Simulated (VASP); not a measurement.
# TaN (P-6m2) in VASP: a series of runs, part 2 of 2

VASP 6.6.1. Earlier steps stand in the parts before.

### 3 Relaxation of cell and atoms, PBE+U

The input, INCAR:

```
SYSTEM = TaN
ALGO = Normal
EDIFF = 1E-7
EDIFFG = -0.01
ENCUT = 600
GGA = PE
IBRION = 2
ISIF = 3
ISMEAR = -1
LASPH = .True.
LCHARG = .False.
LDAU = .True.
LDAUJ = 0 0
LDAUL = 2 -1
LDAUPRINT = 1
LDAUTYPE = 2
LDAUU = 4 0
LMAXMIX = 4
LREAL = .False.
LWAVE = .False.
NELM = 150
NSW = 60
PREC = Accurate
SIGMA = 0.05
```

The input, KPOINTS:

```
k-points
0
Gamma
  10 10 9
  0 0 0
```

The input, POSCAR:

```
TaN
1.0
    2.9380011100      0.0000000000      0.0000000000
   -1.4690005500      2.5443836000      0.0000000000
    0.0000000000      0.0000000000      2.8830022100
Ta N
1 1
Direct
    0.3333333333      0.6666666667      0.5000000000
    0.0000000000      0.0000000000      0.0000000000
```

Potentials or basis: VASP PAW PBE potentials, release 64 (Ta_pv, N).

Launch:

```
$ cat potpaw_PBE.64/Ta_pv/POTCAR potpaw_PBE.64/N/POTCAR > POTCAR
$ mpirun -np 1 vasp_std > vasp.out
```

OUTCAR:

```text
SYSTEM = TaN
   EDIFF = 1E-7
   EDIFFG = -0.01
   ENCUT = 600
   GGA = PE
   IBRION = 2
   ISIF = 3
   ISMEAR = -1
   LASPH = .True.
   LREAL = .False.
   NELM = 150
   NSW = 60
   PREC = Accurate

 ion  position               nearest neighbor table
   1  0.333  0.667  0.500-   2 2.23   2 2.23   2 2.23   2 2.23   2 2.23   2 2.23
   2  0.000  0.000  0.000-   1 2.23   1 2.23   1 2.23   1 2.23   1 2.23   1 2.23

  LATTYP: Found a hexagonal cell.
 ALAT       =     2.9380011100
 C/A-ratio  =     0.9812801636

  Lattice vectors:

 A1 = (   2.9380011100,   0.0000000000,   0.0000000000)
 A2 = (  -1.4690005500,   2.5443836000,   0.0000000000)
 A3 = (   0.0000000000,   0.0000000000,   2.8830022100)

Analysis of symmetry for initial positions (statically):
=====================================================================
 Subroutine PRICEL returns:
 Original cell was already a primitive cell.

 Routine SETGRP: Setting up the symmetry group for a
 hexagonal supercell.

 Subroutine GETGRP returns: Found 12 space group operations
 (whereof 12 operations were pure point group operations)
 out of a pool of 24 trial point group operations.

The static configuration has the point symmetry D_3h.

Analysis of symmetry for dynamics (positions and initial velocities):
=====================================================================
 Subroutine PRICEL returns:
 Original cell was already a primitive cell.

 Routine SETGRP: Setting up the symmetry group for a
 hexagonal supercell.

 Subroutine GETGRP returns: Found 12 space group operations
 (whereof 12 operations were pure point group operations)
 out of a pool of 24 trial point group operations.

The dynamic configuration has the point symmetry D_3h.

 Subroutine INISYM returns: Found 12 space group operations
 (whereof 12 operations are pure point group operations),
 and found     1 'primitive' translations

----------------------------------------------------------------------------------------

                                     Primitive cell

  volume of cell :      21.5516

  direct lattice vectors                    reciprocal lattice vectors
     2.938001110  0.000000000  0.000000000     0.340367468  0.196511249  0.000000000
    -1.469000550  2.544383600  0.000000000     0.000000000  0.393022499  0.000000000
     0.000000000  0.000000000  2.883002210     0.000000000  0.000000000  0.346860643

  length of vectors
     2.938001110  2.938001110  2.883002210     0.393022499  0.393022499  0.346860643

  position of ions in fractional coordinates (direct lattice)
     0.333333333  0.666666667  0.500000000
     0.000000000  0.000000000  0.000000000

  ion indices of the primitive-cell ions
   primitive index   ion index
                 1           1
                 2           2

[... 124 lines left out ...]
  energy without entropy =      -18.83326054  energy(sigma->0) =      -18.83339755

------------------------ aborting loop because EDIFF is reached ----------------------------------------

  FORCE on cell =-STRESS in cart. coord.  units (eV):
  Direction    XX          YY          ZZ          XY          YZ          ZX
  --------------------------------------------------------------------------------------
  -------------------------------------------------------------------------------------
  Total        2.3366830      2.3366830      2.7083615      0.0000000     -0.0000000      0.0000000
  in kB      173.7124142    173.7124146    201.3435383      0.0000003     -0.0000000      0.0000000
  external PRESSURE =     182.9227890 kB  Pullay stress =       0.0000000 kB
[... 89 lines left out ...]
  FREE ENERGIE OF THE ION-ELECTRON SYSTEM (eV)
  ---------------------------------------------------
  free  energy   TOTEN  =       -18.8957227758 eV

  energy  without entropy=      -18.8954067669  energy(sigma->0) =      -18.89556477

[... ionic steps 4 to 7 ...]

--------------------------------------- Ionic step        8  -------------------------------------------

 number of electron      16.0000000 magnetization

------------------------ aborting loop because EDIFF is reached ----------------------------------------
[... 61 lines left out ...]
  FREE ENERGIE OF THE ION-ELECTRON SYSTEM (eV)
  ---------------------------------------------------
  free  energy   TOTEN  =       -18.8958725953 eV

  energy  without entropy=      -18.8955555990  energy(sigma->0) =      -18.89571410

atom =   1  type =  1  l = 2

 onsite density matrix

spin component  1

  0.2482 -0.0000 -0.0000 -0.0000 -0.0000
 -0.0000  0.1661 -0.0000  0.0000  0.0000
 -0.0000 -0.0000  0.2970 -0.0000  0.0000
 -0.0000  0.0000 -0.0000  0.1661 -0.0000
 -0.0000  0.0000  0.0000 -0.0000  0.2482

spin component  2

  0.2482 -0.0000 -0.0000 -0.0000 -0.0000
 -0.0000  0.1661 -0.0000  0.0000  0.0000
 -0.0000 -0.0000  0.2970 -0.0000  0.0000
 -0.0000  0.0000 -0.0000  0.1661 -0.0000
 -0.0000  0.0000  0.0000 -0.0000  0.2482

 occupancies and eigenvectors

  o =  0.1661  v = -0.0000  0.5330 -0.0000 -0.8461 -0.0000  0.0000  0.0000  0.0000  0.0000  0.0000      0.0000  0.0000  0.0000  0.0000  0.0000  0.0000  0.0000  0.0000  0.0000  0.0000
  o =  0.1661  v =  0.0000  0.0000  0.0000  0.0000  0.0000 -0.0000  0.5330 -0.0000 -0.8461 -0.0000      0.0000  0.0000  0.0000  0.0000  0.0000  0.0000  0.0000  0.0000  0.0000  0.0000
  o =  0.1661  v =  0.0000  0.8461 -0.0000  0.5330 -0.0000  0.0000  0.0000  0.0000  0.0000  0.0000      0.0000  0.0000  0.0000  0.0000  0.0000  0.0000  0.0000  0.0000  0.0000  0.0000
  o =  0.1661  v =  0.0000  0.0000  0.0000  0.0000  0.0000  0.0000  0.8461 -0.0000  0.5330 -0.0000      0.0000  0.0000  0.0000  0.0000  0.0000  0.0000  0.0000  0.0000  0.0000  0.0000
  o =  0.2482  v =  0.0000  0.0000  0.0000  0.0000  0.0000  0.0772  0.0000 -0.0000 -0.0000  0.9970      0.0000  0.0000  0.0000  0.0000  0.0000  0.0000  0.0000  0.0000  0.0000  0.0000
  o =  0.2482  v =  0.0772  0.0000 -0.0000 -0.0000  0.9970  0.0000  0.0000  0.0000  0.0000  0.0000      0.0000  0.0000  0.0000  0.0000  0.0000  0.0000  0.0000  0.0000  0.0000  0.0000
  o =  0.2482  v =  0.0000  0.0000  0.0000  0.0000  0.0000  0.9970 -0.0000  0.0000 -0.0000 -0.0772      0.0000  0.0000  0.0000  0.0000  0.0000  0.0000  0.0000  0.0000  0.0000  0.0000
  o =  0.2482  v =  0.9970 -0.0000  0.0000 -0.0000 -0.0772  0.0000  0.0000  0.0000  0.0000  0.0000      0.0000  0.0000  0.0000  0.0000  0.0000  0.0000  0.0000  0.0000  0.0000  0.0000
  o =  0.2970  v =  0.0000  0.0000  0.0000  0.0000  0.0000 -0.0000  0.0000  1.0000 -0.0000  0.0000      0.0000  0.0000  0.0000  0.0000  0.0000  0.0000  0.0000  0.0000  0.0000  0.0000
  o =  0.2970  v = -0.0000  0.0000  1.0000 -0.0000  0.0000  0.0000  0.0000  0.0000  0.0000  0.0000      0.0000  0.0000  0.0000  0.0000  0.0000  0.0000  0.0000  0.0000  0.0000  0.0000

--------------------------------------- Ionic step       10  -------------------------------------------

 number of electron      16.0000000 magnetization

 Free energy of the ion-electron system (eV)
  ---------------------------------------------------
  ext. energy  EPLUGINS =         0.00000000
  ---------------------------------------------------
  free energy    TOTEN  =       -18.89591425 eV

  energy without entropy =      -18.89559832  energy(sigma->0) =      -18.89575629

 E-fermi :   8.4181     XC(G=0): -13.0784

 val. band max:        8.2992502124   @ k =   0.0000   0.0000   0.4444
 cond. band min:       8.6076869209   @ k =   0.1000  -0.0000   0.4444
 fundamental gap:      0.3084367085
 Fermi energy:         8.4181342744

 k-point     1 :       0.0000    0.0000    0.0000
  band No.  band energies     occupation
      1     -27.6513      2.00000
      2     -27.4148      2.00000
      3     -27.4148      2.00000
      4      -9.4596      2.00000
      5       3.8204      2.00000
      6       3.8204      2.00000
      7       4.1369      2.00000
      8       5.1009      2.00000
      9       9.6743      0.00000
     10      11.5661      0.00000
     11      11.5661      0.00000
     12      12.4348      0.00000
[... 331 lines left out ...]
 k-point    24 :       0.4000    0.1000    0.1111
  band No.  band energies     occupation
      1     -28.1933      2.00000
      2     -27.6433      2.00000
      3     -27.6172      2.00000
      4      -7.2806      2.00000
      5       0.2247      2.00000
      6       3.0210      2.00000
      7       4.0296      2.00000
      8       6.0351      2.00000
      9      10.8126      0.00000
     10      11.7245      0.00000
     11      12.5136      0.00000
     12      13.8023      0.00000

 [... further k-points ...]
[... 5 lines left out ...]
  --------------------------------------------------------------------------------------
  -------------------------------------------------------------------------------------
  Total        0.0009005      0.0009005      0.0011735      0.0000000     -0.0000000      0.0000000
  in kB        0.0635763      0.0635763      0.0828504      0.0000000     -0.0000000      0.0000000
  external PRESSURE =       0.0700010 kB  Pullay stress =       0.0000000 kB
[... 17 lines left out ...]
  FREE ENERGIE OF THE ION-ELECTRON SYSTEM (eV)
  ---------------------------------------------------
  free  energy   TOTEN  =       -18.8959142483 eV

  energy  without entropy=      -18.8955983226  energy(sigma->0) =      -18.89575629

 reached required accuracy - stopping structural energy minimisation
```

Wall time 85 s (1 thread of Intel Xeon Platinum 8259CL at 2.50GHz (Skylake/Cascade Lake), shared host); peak memory 0.17 GiB.

What came out:

```yaml
Free_energy: -18.8959 eV
Relaxed_volume: 11.35 Å³/atom
Relaxed_cell: a = 2.988 Å, b = 2.988 Å, c = 2.936 Å, α = 90.00°, β = 90.00°, γ = 120.00°
Space_group_after_relaxing_to_0.05_Å: P-6m2 (No. 187)
Energy_gained_by_relaxing: 31.2 meV/atom
Ionic_steps: 10
Pressure_after_relaxing: 0.0 GPa
Band_gap_on_the_k_mesh: zero (band 8 reaches 8.62 eV, above the bottom of band 9 at 8.30 eV)
```

Step by step:
```csv
step,energy change (eV),largest force (eV/Å),pressure (GPa),volume (Å³)
1,0.0000,0.0000,18.29,21.55
2,0.2419,0.0000,-29.62,25.62
3,-0.0622,0.0000,-0.70,22.74
4,-0.0623,0.0000,-0.02,22.69
5,-0.0623,0.0000,0.30,22.67
6,-0.0623,0.0000,0.25,22.68
7,-0.0624,0.0000,0.27,22.67
8,-0.0624,0.0000,0.27,22.67
9,-0.0623,0.0000,-0.42,22.72
10,-0.0624,0.0000,0.01,22.69
```

Final structure:
```
CELL_PARAMETERS angstrom
2.98768 0.00000 0.00000
-1.49384 2.58741 0.00000
0.00000 0.00000 2.93551
ATOMIC_POSITIONS crystal
Ta 0.33333 0.66667 0.50000
N 0.00000 0.00000 0.00000
```

Eigenvalues of the final occupation matrices:
```csv
site,spin,trace,eigenvalues
site 1 d,1,1.13,0.17 0.17 0.25 0.25 0.30
site 1 d,2,1.13,0.17 0.17 0.25 0.25 0.30
```

Caveat: spin-orbit coupling is left out, which moves the levels of the heavy elements; U without spin polarisation on a metal has little footing.
